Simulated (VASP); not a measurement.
Input of a VASP 6.6.1 run:

The input INCAR:

```
SYSTEM = Y
ALGO = Normal
EDIFF = 1E-6
ENCUT = 520
GGA = PS
ISIF = 2
ISMEAR = 1
LASPH = .True.
LCHARG = .True.
LELF = .True.
LREAL = .False.
LVHAR = .True.
LWAVE = .False.
NBANDS = 24
NELM = 100
PREC = Accurate
SIGMA = 0.1
```

The input KPOINTS:

```
k-points
0
Gamma
  5 5 5
  0 0 0
```

POSCAR

```
Y
1.0
    4.9197070000      0.0000000000      0.0000000000
    0.0000000000      4.9197070000      0.0000000000
    0.0000000000      0.0000000000      4.9197070000
Y
3
Direct
    0.5000000000      0.5000000000      0.0000000000
    0.5000000000      0.0000000000      0.5000000000
    0.0000000000      0.5000000000      0.5000000000
```

Potentials or basis: VASP PAW PBE potentials, release 64 (Y_sv).

The run is started by

```sh
$ cat potpaw_PBE.64/Y_sv/POTCAR > POTCAR
$ mpirun -np 1 vasp_std > vasp.out
```

(1) What does it give for the pressure?

Answers

(1) -2.5 GPa.

Caveat: the PAW data sets were made with another functional, which shifts forces and pressure a little.
